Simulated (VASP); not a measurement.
# Ba2NdSi2 (I4/mmm) in VASP: single point with r2SCAN0

Aim: the single point of Ba2NdSi2 with r2SCAN0.

Everything below comes from runs of VASP 6.6.1. Logs are shortened: lines on timing, memory, paths and dates and some standing lists are left out, and cuts for length are marked.

### 1 The cell of the first run

The structure is tetragonal, space group I4/mmm (No. 139). Conventional cell: a = 4.823 Å, b = 4.823 Å, c = 11.453 Å, α = 90.00°, β = 90.00°, γ = 90.00°. Within 3.8 Å of Ba (site symmetry -4m2) lie 4 Si at 2.88 Å and 4 Ba at 3.41 Å and 4 Nd at 3.74 Å. Si (site symmetry 4mm) has 1 Si at 2.57 Å and 4 Ba at 2.88 Å within 3.4 Å. Within 4.9 Å of Nd (site symmetry 4/mmm) lie 10 Si at 3.64 to 4.44 Å and 8 Ba at 3.74 Å and 4 Nd at 4.82 Å.

### 2 Single point, r2SCAN0, collinear spin, ferromagnetic start

File POSCAR:

```
Ba2NdSi2
1.0
    0.0000000000      4.8231904600      0.0000000000
    4.8231904600      0.0000000000      0.0000000000
    2.4115957300      2.4115957300     -5.7263681200
Ba Si Nd
2 2 1
Direct
    0.7500000000      0.2500000000      0.5000000000
    0.2500000000      0.7500000000      0.5000000000
    0.3877000000      0.3877000000      0.2246000000
    0.6123000000      0.6123000000      0.7754000000
    0.0000000000      0.0000000000      0.0000000000
```

File INCAR.step1:

```
SYSTEM = Ba2NdSi2
PREC = Accurate
ENCUT = 520
EDIFF = 1E-5
ISMEAR = -1
SIGMA = 0.1
LREAL = .FALSE.
LASPH = .TRUE.
NELM = 150
ALGO = Normal
ISIF = 2
LWAVE = .TRUE.
ISPIN = 2
MAGMOM = 0 0 0 0 3.85
LORBIT = 11
LMAXMIX = 6
GGA = PE
NBANDS = 33
```

File INCAR.step2:

```
SYSTEM = Ba2NdSi2
PREC = Accurate
ENCUT = 520
EDIFF = 1E-6
ISMEAR = -1
SIGMA = 0.1
LREAL = .FALSE.
LASPH = .TRUE.
NELM = 150
ALGO = Normal
ISIF = 2
LWAVE = .FALSE.
LCHARG = .TRUE.
ISPIN = 2
MAGMOM = 0 0 0 0 3.85
LORBIT = 11
LMAXMIX = 6
METAGGA = R2SCAN
LHFCALC = .TRUE.
AEXX = 0.25
LMIXTAU = .TRUE.
PRECFOCK = Fast
HFRCUT = -1
LELF = .TRUE.
LVHAR = .TRUE.
ISTART = 1
NBANDS = 33
```

File KPOINTS:

```
regular mesh
0
G
  2 2 2
  0 0 0
```

Potentials or basis: VASP PAW PBE potentials, release 64 (Ba_sv, Si, Nd).

Run with:

```console
$ cat potpaw_PBE.64/Ba_sv/POTCAR potpaw_PBE.64/Si/POTCAR potpaw_PBE.64/Nd/POTCAR > POTCAR
$ cp INCAR.step1 INCAR
$ mpirun -np 1 vasp_std > vasp.out
$ cp INCAR.step2 INCAR
$ mpirun -np 1 vasp_std > vasp.out
```

OUTCAR:

```text
SYSTEM = Ba2NdSi2
   PREC = Accurate
   ENCUT = 520
   EDIFF = 1E-6
   ISMEAR = -1
   LREAL = .FALSE.
   LASPH = .TRUE.
   NELM = 150
   ISIF = 2
   ISPIN = 2
   LORBIT = 11
   METAGGA = R2SCAN
   LHFCALC = .TRUE.
   AEXX = 0.25
   PRECFOCK = Fast
   ISTART = 1

 ion  position               nearest neighbor table
   1  0.750  0.250  0.500-   3 2.88   4 2.88   4 2.88   3 2.88   2 3.41   2 3.41   2 3.41   2 3.41
                             5 3.74   5 3.74   5 3.74   5 3.74
   2  0.250  0.750  0.500-   3 2.88   4 2.88   4 2.88   3 2.88   1 3.41   1 3.41   1 3.41   1 3.41
                             5 3.74   5 3.74   5 3.74   5 3.74
   3  0.388  0.388  0.225-   4 2.57   2 2.88   1 2.88   2 2.88   1 2.88
   4  0.612  0.612  0.775-   3 2.57   1 2.88   2 2.88   2 2.88   1 2.88
   5  0.000  0.000  0.000-   1 3.74   2 3.74   1 3.74   2 3.74   1 3.74   2 3.74   1 3.74   2 3.74

  LATTYP: Found a body centered tetragonal cell.
 ALAT       =     4.8231904600
 C/A-ratio  =     2.3745146154

  Lattice vectors:

 A1 = (  -2.4115957300,   2.4115947300,   5.7263681200)
 A2 = (   2.4115947300,  -2.4115957300,   5.7263681200)
 A3 = (   2.4115957300,   2.4115957300,  -5.7263681200)

Analysis of symmetry for initial positions (statically):
=====================================================================
 Subroutine PRICEL returns:
 Original cell was already a primitive cell.

 Routine SETGRP: Setting up the symmetry group for a
 body centered tetragonal supercell.

 Subroutine GETGRP returns: Found 16 space group operations
 (whereof 16 operations were pure point group operations)
 out of a pool of 16 trial point group operations.

The static configuration has the point symmetry D_4h.

Analysis of symmetry for dynamics (positions and initial velocities):
=====================================================================
 Subroutine PRICEL returns:
 Original cell was already a primitive cell.

 Routine SETGRP: Setting up the symmetry group for a
 body centered tetragonal supercell.

 Subroutine GETGRP returns: Found 16 space group operations
 (whereof 16 operations were pure point group operations)
 out of a pool of 16 trial point group operations.

The dynamic configuration has the point symmetry D_4h.

Analysis of structural, dynamic, and magnetic symmetry:
=====================================================================
 Subroutine PRICEL returns:
 Original cell was already a primitive cell.

 Routine SETGRP: Setting up the symmetry group for a
 body centered tetragonal supercell.

 Subroutine GETGRP returns: Found 16 space group operations
 (whereof 16 operations were pure point group operations)
 out of a pool of 16 trial point group operations.

The overall configuration has the point symmetry D_4h.

 Subroutine INISYM returns: Found 16 space group operations
 (whereof 16 operations are pure point group operations),
 and found     1 'primitive' translations

----------------------------------------------------------------------------------------

                                     Primitive cell

  volume of cell :     133.2135

  direct lattice vectors                    reciprocal lattice vectors
     0.000000000  4.823190460  0.000000000     0.000000000  0.207331642  0.087315397
     4.823190460  0.000000000  0.000000000     0.207331642  0.000000000  0.087315397
     2.411595730  2.411595730 -5.726368120     0.000000000  0.000000000 -0.174630757

  length of vectors
     4.823190460  4.823190460  6.665049120     0.224967528  0.224967528  0.174630757

  position of ions in fractional coordinates (direct lattice)
     0.750000000  0.250000000  0.500000000
     0.250000000  0.750000000  0.500000000
     0.387700000  0.387700000  0.224600000
     0.612300000  0.612300000  0.775400000
     0.000000000  0.000000000  0.000000000

[... 38 lines left out ...]
  0.500000  0.500000  0.000000      2.000000
  0.000000  0.000000  0.500000      1.000000
   k-points           NKPTS =      4   k-points in BZ     NKDIM =      8   number of bands    NBANDS=     33
   number of dos      NEDOS =    301   number of ions     NIONS =      5
   total plane-waves  NPLWV =  64800
   dimension x,y,z NGX =    36 NGY =   36 NGZ =   50
   dimension x,y,z NGXF=    72 NGYF=   72 NGZF=  100
   ions per type =               2   2   1
   NGX,Y,Z   is equivalent  to a cutoff of  12.41, 12.41, 12.47 a.u.
   NGXF,Y,Z  is equivalent  to a cutoff of  24.82, 24.82, 24.94 a.u.
 SYSTEM =  Ba2NdSi2
   PREC   = accura    normal or accurate (medium, high low for compatibility)
   ISTART =      1    job   : 0-new  1-cont  2-samecut
   ICHARG =      0    charge: 1-file 2-atom 10-const
   ISPIN  =      2    spin polarized calculation?
   LNONCOLLINEAR =      F non collinear calculations
   LSORBIT =      F    spin-orbit coupling
   LASPH  =      T    aspherical Exc in radial PAW
   ENCUT  =  520.0 eV  38.22 Ry    6.18 a.u.   8.97  8.97 12.39*2*pi/ulx,y,z
   NELM   =    150;   NELMIN=  2; NELMDL=  0     # of ELM steps
   EDIFF  = 0.1E-05   stopping-criterion for ELM
   LREAL  =      F    real-space projection
   EDIFFG = 0.1E-04   stopping-criterion for IOM
   NSW    =      0    number of steps for IOM
   IBRION =     -1    ionic relax: 0-MD 1-quasi-New 2-CG
   NFREE  =      0    steps in history (QN), initial steepest desc. (CG)
   ISIF   =      2    stress and relaxation
   ISYM   =      3    0-nonsym 1-usesym 2-fastsym
   POTIM  = 0.5000    time-step for ionic-motion
   TEBEG  =    0.0;   TEEND  =   0.0 temperature during run
   PSTRESS=    0.0 pullay stress
   NELECT =      42.0000    total number of electrons
   NUPDOWN=      -1.0000    fix difference up-down
   EMIN   =  10.00;   EMAX   =-10.00  energy-range for DOS
   EFERMI =   0.00;   METHOD = LEGACY
   ISMEAR =    -1;   SIGMA  =   0.10  broadening in eV -4-tet -1-fermi 0-gaus
   EFERMI_NEDOS =   21; number of points for ismear=-14 and -15
   IALGO  =     38    algorithm
   IMIX   =      1    mixing-type and parameters
     AMIX     =   0.40;   BMIX     =  1.00
     AMIX_MAG =   1.60;   BMIX_MAG =  1.00
  volume/ion in A,a.u.               =      26.64       179.79
  Fermi-wavevector in a.u.,A,eV,Ry     =   1.114231  2.105591 16.891778  1.241511
  Thomas-Fermi vector in A             =   2.250824
   LORBIT       =     11    0 simple, 1 ext, 2 COOP (PROOUT), +10 PAW based schemes
   METAGGA = R2SCAN    functional components
   LHFCALC =     T    Hartree Fock is set to
   PRECFOCK=fast      Normal, Fast or Accurate (Low or Medium for compatibility)
   ENCUT4O =  -1.0   cutoff for four orbital integrals eV
   NKREDX  =     1    reduce k-point grid by
   NKREDY  =     1    reduce k-point grid by
   NKREDZ  =     1    reduce k-point grid by
   AEXX    =    0.2500 exact exchange contribution
   HFSCREEN=    0.0000 screening length (either q_TF or 0.3 A-1)
   HFSCREENC=   0.0000 screening length for correlation (either q_TF or 0.3 A-1)
   ENCUTFOCK=  -1.0 apply spherical cutoff to Coloumb kernel
   IVDW    =     0    specifies the selected vdW correction
   LEPSILON=     F    determine dielectric tensor
   LRPA    =     F    only Hartree local field effects (RPA)
 spin polarized calculation
  energy-cutoff  :      520.00
  volume of cell :      133.21
 maximum number of plane-waves:      3616
 NGX is ok and might be reduce to    36
  NGX = 20; NGY = 20; NGZ = 28

 number of electron      42.0000003 magnetization       1.2681814

 Free energy of the ion-electron system (eV)
  ---------------------------------------------------
  ext. energy  EPLUGINS =         0.00000000
  ---------------------------------------------------
  free energy    TOTEN  =       -88.80989241 eV

  energy without entropy =      -88.77237278  energy(sigma->0) =      -88.79113259

 E-fermi :   5.2534     XC(G=0):  -8.1953

 val. band max:        5.1334910650   @ k =   0.5000   0.0000   0.0000
 cond. band min:       5.6957846767   @ k =   0.5000   0.5000   0.0000
 fundamental gap:      0.5622936117
 Fermi energy:         5.2533830376

 spin component 1

 k-point     1 :       0.0000    0.0000    0.0000
  band No.  band energies     occupation
      1     -36.3830      1.00000
      2     -25.9162      1.00000
      3     -25.1949      1.00000
      4     -16.3347      1.00000
      5     -16.1856      1.00000
      6     -16.1856      1.00000
[... 133 lines left out ...]
     32       9.9680      0.00000
     33      10.8010      0.00000
 Fermi energy:         5.2533830376

 spin component 2

 k-point     1 :       0.0000    0.0000    0.0000
  band No.  band energies     occupation
      1     -35.6191      1.00000
      2     -25.9287      1.00000
      3     -25.2227      1.00000
      4     -15.6994      1.00000
      5     -15.6523      1.00000
      6     -15.6523      1.00000
[... 133 lines left out ...]
     32      10.6404      0.00000
     33      10.9554      0.00000

------------------------ aborting loop because EDIFF is reached ----------------------------------------

  FORCE on cell =-STRESS in cart. coord.  units (eV):
  Direction    XX          YY          ZZ          XY          YZ          ZX
  --------------------------------------------------------------------------------------
  -------------------------------------------------------------------------------------
  Total       10.5454042     10.5454042     13.3844568      0.0000000     -0.0000012     -0.0000012
  in kB      126.8310898    126.8310898    160.9767835      0.0000000     -0.0000141     -0.0000141
  external PRESSURE =     138.2129877 kB  Pullay stress =       0.0000000 kB

 VOLUME and BASIS-vectors are now :
 -----------------------------------------------------------------------------
  energy-cutoff  :      520.00
  volume of cell :      133.21
      direct lattice vectors                 reciprocal lattice vectors
     0.000000000  4.823190460  0.000000000     0.000000000  0.207331642  0.087315397
     4.823190460  0.000000000  0.000000000     0.207331642  0.000000000  0.087315397
     2.411595730  2.411595730 -5.726368120     0.000000000  0.000000000 -0.174630757

 POSITION                                       TOTAL-FORCE (eV/Angst)
 -----------------------------------------------------------------------------------
      2.41160      4.82319     -2.86318         0.000000      0.000000      0.000000
      4.82319      2.41160     -2.86318         0.000000      0.000000      0.000000
      2.41160      2.41160     -1.28614        -0.000000     -0.000000      4.457250
      4.82319      4.82319     -4.44023         0.000000      0.000000     -4.457250
      0.00000      0.00000      0.00000        -0.000000     -0.000000      0.000000
 -----------------------------------------------------------------------------------
    total drift:                               -0.000018     -0.000003     -0.000001

  FREE ENERGIE OF THE ION-ELECTRON SYSTEM (eV)
  ---------------------------------------------------
  free  energy   TOTEN  =       -88.8098924072 eV

  energy  without entropy=      -88.7723727782  energy(sigma->0) =      -88.79113259

 total charge

# of ion       s       p       d       f       tot
--------------------------------------------------
    1        2.084   5.511   0.795   0.000   8.390
    2        2.084   5.511   0.795   0.000   8.390
    3        0.853   0.902   0.000   0.000   1.754
    4        0.853   0.902   0.000   0.000   1.754
    5        2.003   5.543   0.328   3.370  11.244
--------------------------------------------------
tot          7.876  18.368   1.918   3.370  31.532

 magnetization (x)

# of ion       s       p       d       f       tot
--------------------------------------------------
    1       -0.004  -0.006  -0.001   0.000  -0.011
    2       -0.004  -0.006  -0.001   0.000  -0.011
    3       -0.003  -0.057   0.000   0.000  -0.060
    4       -0.003  -0.057   0.000   0.000  -0.060
    5       -0.010  -0.098   0.038   1.402   1.332
--------------------------------------------------
tot         -0.025  -0.224   0.036   1.402   1.190
```

Run time: 17 min. Hardware: 1 thread of Intel Xeon Platinum 8488C (Sapphire Rapids), shared host; peak memory 0.35 GiB.

Results:

* Free energy: -88.8099 eV
* Pressure: 13.8 GPa
* Largest force: 4.457 eV/Å
* Net moment: 1.27 μB per cell
* Site moments: Ba -0.01; Si -0.06; Nd +1.33 μB
* Valence electrons inside the program's atomic spheres: Ba 8.39; Si 1.75; Nd 11.24

Forces on the atoms (eV/Å):
```
Ba   0.000  0.000  0.000
Ba   0.000  0.000  0.000
Si   0.000  0.000  4.457
Si   0.000  0.000 -4.457
Nd   0.000  0.000  0.000
```

Caveat: the k points lie up to 0.71 Å⁻¹ apart; the magnetic or orbital state may not be the lowest; the PAW data sets were made with another functional, which shifts forces and pressure a little; spin-orbit coupling is left out, which moves the levels of the heavy elements.
